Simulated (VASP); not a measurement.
# GaAs (F-43m) in VASP: further runs, part 2 of 2

VASP 6.6.1. The steps go on from the part before.

## (3) Relaxation of cell and atoms, r2SCAN

This run uses another cell than the first one, of 22.59 Å³/atom.

File POSCAR:

```
GaAs
1.0
    2.8268500000      2.8268500000      0.0000000000
   -2.8268500000      2.8268500000      0.0000000000
    0.0000000000      2.8268500000      2.8268500000
Ga As
1 1
Direct
    0.0000000000      0.0000000000      0.0000000000
    0.7500000000      0.2500000000      0.5000000000
```

File INCAR.step1:

```
SYSTEM = GaAs
ALGO = Normal ; EDIFF = 1E-4
ENCUT = 600 ; GGA = PE
ISMEAR = -1 ; LASPH = .True.
LCHARG = .False. ; LREAL = .False.
LWAVE = .True. ; NELM = 100
PREC = Accurate ; SIGMA = 0.08
```

File INCAR.step2:

```
SYSTEM = GaAs
ALGO = Normal ; EDIFF = 1E-7
EDIFFG = -0.002 ; ENCUT = 600
IBRION = 2 ; ISIF = 3
ISMEAR = -1 ; ISTART = 1
LASPH = .True. ; LCHARG = .False.
LMIXTAU = .True. ; LREAL = .False.
LWAVE = .False. ; METAGGA = R2SCAN
NELM = 100 ; NSW = 100
PREC = Accurate ; SIGMA = 0.08
```

File KPOINTS:

```
k-points
0
Gamma
  12 12 12
  0 0 0
```

Potentials or basis: VASP PAW PBE potentials, release 64 (Ga_d, As).

Started as:

```sh
$ cat potpaw_PBE.64/Ga_d/POTCAR potpaw_PBE.64/As/POTCAR > POTCAR
$ cp INCAR.step1 INCAR
$ mpirun -np 1 vasp_std > vasp.out
$ cp INCAR.step2 INCAR
$ mpirun -np 1 vasp_std > vasp.out
```

OUTCAR:

```text
SYSTEM = GaAs
   EDIFF = 1E-7
   EDIFFG = -0.002
   ENCUT = 600
   IBRION = 2
   ISIF = 3
   ISMEAR = -1
   ISTART = 1
   LASPH = .True.
   LREAL = .False.
   METAGGA = R2SCAN
   NELM = 100
   NSW = 100
   PREC = Accurate

 ion  position               nearest neighbor table
   1  0.000  0.000  0.000-   2 2.45   2 2.45   2 2.45   2 2.45
   2  0.750  0.250  0.500-   1 2.45   1 2.45   1 2.45   1 2.45

  LATTYP: Found a face centered cubic cell.
 ALAT       =     5.6537000000

  Lattice vectors:

 A1 = (   0.0000000000,   2.8268500000,   2.8268500000)
 A2 = (   2.8268500000,   0.0000000000,   2.8268500000)
 A3 = (   2.8268500000,   2.8268500000,   0.0000000000)

Analysis of symmetry for initial positions (statically):
=====================================================================
 Subroutine PRICEL returns:
 Original cell was already a primitive cell.

 Routine SETGRP: Setting up the symmetry group for a
 face centered cubic supercell.

 Subroutine GETGRP returns: Found 24 space group operations
 (whereof 24 operations were pure point group operations)
 out of a pool of 48 trial point group operations.

The static configuration has the point symmetry T_d .

Analysis of symmetry for dynamics (positions and initial velocities):
=====================================================================
 Subroutine PRICEL returns:
 Original cell was already a primitive cell.

 Routine SETGRP: Setting up the symmetry group for a
 face centered cubic supercell.

 Subroutine GETGRP returns: Found 24 space group operations
 (whereof 24 operations were pure point group operations)
 out of a pool of 48 trial point group operations.

The dynamic configuration has the point symmetry T_d .

 Subroutine INISYM returns: Found 24 space group operations
 (whereof 24 operations are pure point group operations),
 and found     1 'primitive' translations

----------------------------------------------------------------------------------------

                                     Primitive cell

  volume of cell :      45.1792

  direct lattice vectors                    reciprocal lattice vectors
     2.826850000  2.826850000  0.000000000     0.176875321  0.176875321 -0.176875321
    -2.826850000  2.826850000  0.000000000    -0.176875321  0.176875321 -0.176875321
     0.000000000  2.826850000  2.826850000     0.000000000  0.000000000  0.353750641

  length of vectors
     3.997769609  3.997769609  3.997769609     0.306357042  0.306357042  0.353750641

  position of ions in fractional coordinates (direct lattice)
     0.000000000  0.000000000  0.000000000
     0.750000000  0.250000000  0.500000000

  ion indices of the primitive-cell ions
   primitive index   ion index
                 1           1
                 2           2

----------------------------------------------------------------------------------------

 KPOINTS: k-points

Automatic generation of k-mesh.
 Grid dimensions read from file:
 generate k-points for:   12   12   12

 Generating k-lattice:

[... 49 lines left out ...]
   NGX,Y,Z   is equivalent  to a cutoff of  13.31, 13.31, 13.31 a.u.
   NGXF,Y,Z  is equivalent  to a cutoff of  26.61, 26.61, 26.61 a.u.
 SYSTEM =  GaAs
   PREC   = accura    normal or accurate (medium, high low for compatibility)
   ISTART =      1    job   : 0-new  1-cont  2-samecut
   ICHARG =      0    charge: 1-file 2-atom 10-const
   ISPIN  =      1    spin polarized calculation?
   LNONCOLLINEAR =      F non collinear calculations
   LSORBIT =      F    spin-orbit coupling
   LASPH  =      T    aspherical Exc in radial PAW
   ENCUT  =  600.0 eV  44.10 Ry    6.64 a.u.   7.98  7.98  7.98*2*pi/ulx,y,z
   NELM   =    100;   NELMIN=  2; NELMDL=  0     # of ELM steps
   EDIFF  = 0.1E-06   stopping-criterion for ELM
   LREAL  =      F    real-space projection
   EDIFFG = -.2E-02   stopping-criterion for IOM
   NSW    =    100    number of steps for IOM
   IBRION =      2    ionic relax: 0-MD 1-quasi-New 2-CG
   NFREE  =      1    steps in history (QN), initial steepest desc. (CG)
   ISIF   =      3    stress and relaxation
   ISYM   =      2    0-nonsym 1-usesym 2-fastsym
   POTIM  = 0.5000    time-step for ionic-motion
   TEBEG  =    0.0;   TEEND  =   0.0 temperature during run
   PSTRESS=    0.0 pullay stress
   NELECT =      18.0000    total number of electrons
   NUPDOWN=      -1.0000    fix difference up-down
   EMIN   =  10.00;   EMAX   =-10.00  energy-range for DOS
   EFERMI =   0.00;   METHOD = LEGACY
   ISMEAR =    -1;   SIGMA  =   0.08  broadening in eV -4-tet -1-fermi 0-gaus
   EFERMI_NEDOS =   21; number of points for ismear=-14 and -15
   IALGO  =     38    algorithm
   IMIX   =      4    mixing-type and parameters
     AMIX     =   0.40;   BMIX     =  1.00
     AMIX_MAG =   1.60;   BMIX_MAG =  1.00
  volume/ion in A,a.u.               =      22.59       152.44
  Fermi-wavevector in a.u.,A,eV,Ry     =   1.204628  2.276417 19.743799  1.451128
  Thomas-Fermi vector in A             =   2.340347
   LORBIT       =      0    0 simple, 1 ext, 2 COOP (PROOUT), +10 PAW based schemes
   METAGGA = R2SCAN    functional components
   LHFCALC =     F    Hartree Fock is set to
   AEXX    =    0.0000 exact exchange contribution
   IVDW    =     0    specifies the selected vdW correction
   LEPSILON=     F    determine dielectric tensor
   LRPA    =     F    only Hartree local field effects (RPA)
 conjugate gradient relaxation of ions
 non-spin polarized calculation
  energy-cutoff  :      600.00
  volume of cell :       45.18
 maximum number of plane-waves:      1540
   NGX = 15   NGY = 15   NGZ = 15

--------------------------------------- Ionic step        1  -------------------------------------------

 number of electron      18.0000011 magnetization

 Free energy of the ion-electron system (eV)
  ---------------------------------------------------
  ext. energy  EPLUGINS =         0.00000000
  ---------------------------------------------------
  free energy    TOTEN  =       -27.05694022 eV

  energy without entropy =      -27.05693044  energy(sigma->0) =      -27.05693533

------------------------ aborting loop because EDIFF is reached ----------------------------------------

  FORCE on cell =-STRESS in cart. coord.  units (eV):
  Direction    XX          YY          ZZ          XY          YZ          ZX
  --------------------------------------------------------------------------------------
  -------------------------------------------------------------------------------------
  Total        0.1665306      0.1665306      0.1665306     -0.0000000     -0.0000000      0.0000000
  in kB        5.9056312      5.9056312      5.9056312     -0.0000000     -0.0000000      0.0000000
  external PRESSURE =       5.9056312 kB  Pullay stress =       0.0000000 kB
[... 95 lines left out ...]
--------------------------------------- Ionic step        4  -------------------------------------------

 number of electron      18.0000010 magnetization

 Free energy of the ion-electron system (eV)
  ---------------------------------------------------
  ext. energy  EPLUGINS =         0.00000000
  ---------------------------------------------------
  free energy    TOTEN  =       -27.05754910 eV

  energy without entropy =      -27.05753546  energy(sigma->0) =      -27.05754228

 E-fermi :   4.1594     XC(G=0): -10.2175

 val. band max:        3.6024197449   @ k =   0.0000   0.0000   0.0000
 cond. band min:       4.5338662107   @ k =   0.0000   0.0000   0.0000
 fundamental gap:      0.9314464658
 Fermi energy:         4.1593572007

 k-point     1 :       0.0000    0.0000    0.0000
  band No.  band energies     occupation
      1     -11.6187      2.00000
      2     -11.6187      2.00000
      3     -11.6187      2.00000
      4     -11.5310      2.00000
      5     -11.5310      2.00000
      6      -9.5491      2.00000
      7       3.6024      1.99811
      8       3.6024      1.99811
      9       3.6024      1.99811
     10       4.5339      0.01836
     11       7.6415      0.00000
     12       7.6416      0.00000
     13       7.6416      0.00000
[... 354 lines left out ...]
  band No.  band energies     occupation
      1     -11.7020      2.00000
      2     -11.5945      2.00000
      3     -11.5910      2.00000
      4     -11.5378      2.00000
      5     -11.5247      2.00000
      6      -7.9508      2.00000
      7      -2.2235      2.00000
      8       1.2852      2.00000
      9       1.8908      2.00000
     10       6.3123      0.00000
     11       8.2721      0.00000
     12       9.9952      0.00000
     13      10.0307      0.00000

 [... further k-points ...]

------------------------ aborting loop because EDIFF is reached ----------------------------------------

  FORCE on cell =-STRESS in cart. coord.  units (eV):
  Direction    XX          YY          ZZ          XY          YZ          ZX
  --------------------------------------------------------------------------------------
  -------------------------------------------------------------------------------------
  Total       -0.0025402     -0.0025402     -0.0025402      0.0000000      0.0000000     -0.0000000
  in kB       -0.0893625     -0.0893625     -0.0893625      0.0000000      0.0000000     -0.0000000
  external PRESSURE =      -0.0893625 kB  Pullay stress =       0.0000000 kB
[... 17 lines left out ...]
  FREE ENERGIE OF THE ION-ELECTRON SYSTEM (eV)
  ---------------------------------------------------
  free  energy   TOTEN  =       -27.0575490984 eV

  energy  without entropy=      -27.0575354595  energy(sigma->0) =      -27.05754228

 reached required accuracy - stopping structural energy minimisation
```

Wall time 9.4 min (1 thread of Intel Xeon 8259CL, shared host); peak memory 0.24 GiB.

Results:

- Free energy: -27.0575 eV
- Relaxed volume: 22.77 Å³/atom
- Relaxed cell: a = 4.008 Å, b = 4.008 Å, c = 4.008 Å, α = 60.00°, β = 60.00°, γ = 90.00°
- Space group after relaxing (to 0.1 Å): F-43m (No. 216)
- Energy gained by relaxing: 0.3 meV/atom
- Ionic steps: 4
- Pressure after relaxing: 0.0 GPa
- Band gap on the k mesh: 0.93 eV

Step by step:
| step | energy change (eV) | largest force (eV/Å) | pressure (GPa) | volume (Å³) |
| --- | --- | --- | --- | --- |
| 1 | 0.0000 | 0.0000 | 0.59 | 45.18 |
| 2 | -0.0004 | 0.0000 | -0.29 | 45.73 |
| 3 | -0.0006 | 0.0000 | 0.03 | 45.52 |
| 4 | -0.0006 | 0.0000 | -0.01 | 45.54 |

Final structure:
```
Ga As
1.0
     2.83443    2.83443    0.00000
    -2.83443    2.83443    0.00000
     0.00000    2.83443    2.83443
Ga As
1 1
Cartesian
  0.0000 0.0000 0.0000
  1.4172 4.2516 1.4172
```

Caveat: the PAW data sets were made with another functional, which shifts forces and pressure a little. A k mesh can miss the band edges.
